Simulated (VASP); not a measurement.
# CdAg2 (Ag (111), 3 layers) in VASP: notebook

CdAg2 (Ag (111), 3 layers) is run at these levels: LDA; tasks: single point.

All numbers are computed with VASP 6.6.1; they aren't measurements. Logs are shortened: lines on timing, memory, paths and dates and some standing lists are left out, and cuts for length are marked.

**1. The cell of the first run**

The cell holds a slab with vacuum, 3 atoms: a = 2.828 Å, b = 2.828 Å, c = 20.619 Å, α = 90.00°, β = 90.00°, γ = 120.00°.

**2. Single point, LDA**

Input file INCAR:

```
PREC = Accurate ; ENCUT = 520
EDIFF = 1E-7 ; ISMEAR = -1
SIGMA = 0.05 ; LREAL = False
LASPH = True ; NELM = 100
ALGO = Normal ; ISIF = 2
LWAVE = False ; LCHARG = False
LDIPOL = True ; IDIPOL = 3
DIPOL = 0.5 0.5 0.500 ; GGA = CA
NBANDS = 24
```

Input file KPOINTS:

```
regular mesh
0
Gamma
  13 13 1
```

Input file POSCAR:

```
CdAg2
1.0
    2.8284417087      0.0000000000      0.0000000000
   -1.4142208543      2.4495023729      0.0000000000
    0.0000000000      0.0000000000     20.6188000000
Cd Ag
1 2
Direct
    0.1666666667      0.3333333333      0.3883709467
    0.5000000000      1.0000000000      0.4999999966
    0.8333333333      0.6666666667      0.6116290563
```

Potentials or basis: VASP PAW LDA potentials, release 64 (Cd, Ag).

Started as:

```sh
$ cat potpaw_LDA.64/Cd/POTCAR potpaw_LDA.64/Ag/POTCAR > POTCAR
$ mpirun -np 1 vasp_std > vasp.out
```

OUTCAR:

```text
PREC = Accurate
   ENCUT = 520
   EDIFF = 1E-7
   ISMEAR = -1
   LREAL = False
   LASPH = True
   NELM = 100
   ISIF = 2
   GGA = CA

 ion  position               nearest neighbor table
   1  0.167  0.333  0.388-   2 2.82   2 2.82   2 2.82
   2  0.500  0.000  0.500-   1 2.82   1 2.82   1 2.82   3 2.82   3 2.82   3 2.82
   3  0.833  0.667  0.612-   2 2.82   2 2.82   2 2.82

  LATTYP: Found a hexagonal cell.
 ALAT       =     2.8284417087
 C/A-ratio  =     7.2898090622

  Lattice vectors:

 A1 = (   2.8284417087,   0.0000000000,   0.0000000000)
 A2 = (  -1.4142208543,   2.4495023729,   0.0000000000)
 A3 = (   0.0000000000,   0.0000000000,  20.6188000000)

Analysis of symmetry for initial positions (statically):
=====================================================================
 Subroutine PRICEL returns:
 Original cell was already a primitive cell.

 Routine SETGRP: Setting up the symmetry group for a
 hexagonal supercell.

 Subroutine GETGRP returns: Found  6 space group operations
 (whereof  2 operations were pure point group operations)
 out of a pool of 24 trial point group operations.

The static configuration has the point symmetry C_1h.
 The point group associated with its full space group is C_3v.

Analysis of symmetry for dynamics (positions and initial velocities):
=====================================================================
 Subroutine PRICEL returns:
 Original cell was already a primitive cell.

 Routine SETGRP: Setting up the symmetry group for a
 hexagonal supercell.

 Subroutine GETGRP returns: Found  6 space group operations
 (whereof  2 operations were pure point group operations)
 out of a pool of 24 trial point group operations.

The dynamic configuration has the point symmetry C_1h.
 The point group associated with its full space group is C_3v.

 Subroutine INISYM returns: Found  6 space group operations
 (whereof  2 operations are pure point group operations),
 and found     1 'primitive' translations

----------------------------------------------------------------------------------------

                                     Primitive cell

  volume of cell :     142.8527

  direct lattice vectors                    reciprocal lattice vectors
     2.828441709  0.000000000  0.000000000     0.353551568  0.204123093  0.000000000
    -1.414220854  2.449502373  0.000000000     0.000000000  0.408246185  0.000000000
[... 88 lines left out ...]
   NFREE  =      0    steps in history (QN), initial steepest desc. (CG)
   ISIF   =      2    stress and relaxation
   ISYM   =      2    0-nonsym 1-usesym 2-fastsym
   POTIM  = 0.5000    time-step for ionic-motion
   TEBEG  =    0.0;   TEEND  =   0.0 temperature during run
   PSTRESS=    0.0 pullay stress
   NELECT =      34.0000    total number of electrons
   NUPDOWN=      -1.0000    fix difference up-down
   EMIN   =  10.00;   EMAX   =-10.00  energy-range for DOS
   EFERMI =   0.00;   METHOD = LEGACY
   ISMEAR =    -1;   SIGMA  =   0.05  broadening in eV -4-tet -1-fermi 0-gaus
   EFERMI_NEDOS =   21; number of points for ismear=-14 and -15
   IALGO  =     38    algorithm
   IMIX   =      4    mixing-type and parameters
     AMIX     =   0.40;   BMIX     =  1.00
     AMIX_MAG =   1.60;   BMIX_MAG =  1.00
  volume/ion in A,a.u.               =      47.62       321.34
  Fermi-wavevector in a.u.,A,eV,Ry     =   1.014546  1.917213 14.004519  1.029303
  Thomas-Fermi vector in A             =   2.147780
   LORBIT       =      0    0 simple, 1 ext, 2 COOP (PROOUT), +10 PAW based schemes
   GGA     = CA    functional components
   LHFCALC =     F    Hartree Fock is set to
   AEXX    =    0.0000 exact exchange contribution
   IVDW    =     0    specifies the selected vdW correction
   LEPSILON=     F    determine dielectric tensor
   LRPA    =     F    only Hartree local field effects (RPA)
 non-spin polarized calculation
  energy-cutoff  :      520.00
  volume of cell :      142.85
 maximum number of plane-waves:      3878
 NGX is ok and might be reduce to    24
   NGX = 11   NGY = 11   NGZ = 77

 dipolmoment           0.000000      0.000000     -0.022771 electrons x Angstroem

 number of electron      34.0000004 magnetization

 dipolmoment           0.000000      0.000000      0.011684 electrons x Angstroem

 Free energy of the ion-electron system (eV)
  ---------------------------------------------------
  ext. energy  EPLUGINS =         0.00000000
  ---------------------------------------------------
  free energy    TOTEN  =        -8.34612049 eV

  energy without entropy =       -8.33990368  energy(sigma->0) =       -8.34301208

 E-fermi :  -0.5798     XC(G=0):  -5.2638

 val. band max:       -0.8054158117   @ k =   0.3846   0.0769   0.0000
 cond. band min:      -0.5795934675   @ k =   0.4615   0.0000   0.0000
 fundamental gap:      0.2258223441
 Fermi energy:        -0.5797653113

 k-point     1 :       0.0000    0.0000    0.0000
  band No.  band energies     occupation
      1     -10.6943      2.00000
      2      -9.8637      2.00000
      3      -9.8637      2.00000
      4      -9.0926      2.00000
      5      -8.9805      2.00000
      6      -8.9805      2.00000
[... 556 lines left out ...]
     23       6.7903      0.00000
     24       7.4775      0.00000

------------------------ aborting loop because EDIFF is reached ----------------------------------------

 vacuum level on the upper side and lower side of the slab       (xc-potential included)         0.081        -0.233

  FORCE on cell =-STRESS in cart. coord.  units (eV):
  Direction    XX          YY          ZZ          XY          YZ          ZX
  --------------------------------------------------------------------------------------
  -------------------------------------------------------------------------------------
  Total        0.5644132      0.5644132      1.3016489      0.0000000     -0.0000000      0.0000000
  in kB        6.3302262      6.3302262     14.5987595      0.0000000     -0.0000000      0.0000000
  external PRESSURE =       9.0864040 kB  Pullay stress =       0.0000000 kB

 VOLUME and BASIS-vectors are now :
 -----------------------------------------------------------------------------
  energy-cutoff  :      520.00
  volume of cell :      142.85
      direct lattice vectors                 reciprocal lattice vectors
     2.828441709  0.000000000  0.000000000     0.353551568  0.204123093  0.000000000
    -1.414220854  2.449502373  0.000000000     0.000000000  0.408246185  0.000000000
     0.000000000  0.000000000 20.618800000     0.000000000  0.000000000  0.048499428

 POSITION                                       TOTAL-FORCE (eV/Angst)
 -----------------------------------------------------------------------------------
      0.00000      0.81650      8.00774         0.000000      0.000000     -0.612585
      1.41422      0.00000     10.30940         0.000000      0.000000      0.653345
      1.41422      1.63300     12.61106        -0.000000     -0.000000     -0.040760
 -----------------------------------------------------------------------------------
    total drift:                                0.000000     -0.000000      0.001076

  FREE ENERGIE OF THE ION-ELECTRON SYSTEM (eV)
  ---------------------------------------------------
  free  energy   TOTEN  =        -8.3461204888 eV

  energy  without entropy=       -8.3399036794  energy(sigma->0) =       -8.34301208

 vacuum level on the upper side and lower side of the slab         4.318         3.995
```

OSZICAR:

```text
N       E                     dE             d eps       ncg     rms          rms(c)
DAV:   1     0.221416323315E+03    0.22142E+03   -0.15861E+04  1008   0.122E+03
DAV:   2    -0.359211189651E+01   -0.22501E+03   -0.21556E+03  1104   0.298E+02
DAV:   3    -0.902224836151E+01   -0.54301E+01   -0.54101E+01  1192   0.548E+01
[... 17 lines left out ...]
DAV:  21    -0.834611969074E+01   -0.20854E-05   -0.12802E-07   776   0.866E-04    0.164E-04
DAV:  22    -0.834612005150E+01   -0.36077E-06   -0.16444E-08   800   0.740E-04    0.163E-04
DAV:  23    -0.834612027825E+01   -0.22675E-06   -0.34496E-09   808   0.288E-04    0.336E-05
DAV:  24    -0.834612043521E+01   -0.15697E-06   -0.26925E-09   784   0.177E-04    0.419E-05
DAV:  25    -0.834612048884E+01   -0.53630E-07   -0.50851E-10   768   0.106E-04
   1 F= -.83461205E+01 E0= -.83430121E+01  d E =-.621681E-02
```

stdout:

```text
POSCAR found type information on POSCAR CdAg
 POSCAR found :  2 types and       3 ions
 scaLAPACK will be used
 LDA part: xc-table for (Slater(with rela. corr.)+CA(PZ))
 , standard interpolation
 POSCAR, INCAR and KPOINTS ok, starting setup
 FFT: planning ... GRIDC
 FFT: planning ... GRID_SOFT
 FFT: planning ... GRID
 WAVECAR not read
 entering main loop
```

Run time: 91 s. Hardware: 1 thread of Intel Xeon Platinum 8488C (Sapphire Rapids), shared host; peak memory 0.26 GiB.

What came out:

* Free energy: -8.3461 eV
* Largest force: 0.653 eV/Å
* Band gap on the k mesh: zero (band 17 reaches 2.19 eV, above the bottom of band 18 at -2.99 eV)

Forces on the atoms (eV/Å):
```
Cd   0.000  0.000 -0.613
Ag   0.000  0.000  0.653
Ag   0.000  0.000 -0.041
```

**3. Single point, LDA**

Input file INCAR:

```
PREC = Accurate
ENCUT = 520
EDIFF = 1E-7
ISMEAR = -1
SIGMA = 0.05
LREAL = False
LASPH = True
NELM = 100
ALGO = Normal
ISIF = 2
LWAVE = False
LCHARG = False
LDIPOL = True
IDIPOL = 3
DIPOL = 0.5 0.5 0.500
NBANDS = 24
```

Input file KPOINTS:

```
Automatic mesh
0
Gamma
  13 13 1
```

POSCAR is that of step 2.

Potentials or basis: VASP PAW LDA potentials, release 64 (Cd, Ag).

Started as:

```sh
$ cat potpaw_LDA.64/Cd/POTCAR potpaw_LDA.64/Ag/POTCAR > POTCAR
$ mpirun -np 1 vasp_std > vasp.out
```

Run time: 86 s. Hardware: 1 thread of Intel Xeon Platinum 8488C (Sapphire Rapids), shared host; peak memory 0.26 GiB.

Results (log left out):

```
Free energy            : -8.3461 eV
Largest force          : 0.653 eV/Å
Band gap on the k mesh : zero (band 17 reaches 2.19 eV, above the bottom of band 18 at -2.99 eV)
```

Forces in eV/Å, atoms in the order of the input:
```
Cd   0.000  0.000 -0.613
Ag   0.000  0.000  0.653
Ag   0.000  0.000 -0.041
```

Levels at points of the mesh, in eV from the Fermi level:
| k point | band 15 | band 16 | band 17 | band 18 | band 19 | band 20 |
| --- | --- | --- | --- | --- | --- | --- |
| (0.00, 0.00, 0.00) | -3.83 | -3.05 | -3.05 | -2.41 | -0.24 | 3.86 |
